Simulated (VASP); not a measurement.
Runs of VASP 6.6.1 on Ge. The structure is that of space group Fd-3m (No. 227), or close to it. The cells are those of the table. 

```tsv
cell	gap on the mesh (eV)	pressure (GPa)
a = 4.044, b = 4.013 Å, angles 60.2, 59.5, 60.2°, 2 atoms	none	-1.4
a = 3.983, b = 4.013 Å, angles 59.8, 60.5, 59.8°, 2 atoms	0.03	0.6
a = 3.973, b = 4.013 Å, angles 59.7, 60.7, 59.7°, 2 atoms	-	(a)
a = 4.054, b = 4.013 Å, angles 60.3, 59.3, 60.3°, 2 atoms	none	-1.4
a = 3.993, b = 4.013 Å, angles 59.8, 60.3, 59.8°, 2 atoms	-	0.6
```

Alike in all rows: task single point; level PBEsol; potentials or basis VASP PAW PBE potentials, release 64 (Ge_d); no spin polarisation; k mesh 18 × 18 × 18; cutoff (eV) 520; smearing gaussian 0.15 eV.

Task: Estimate the missing entries.

Result: (a) 1.3.

Caveats: the PAW data sets were made with another functional, which shifts forces and pressure a little.

A k mesh can miss the band edges, and the runs leave out spin-orbit coupling on Ge.

A gap of «none» marks levels without a gap at the run's occupations.
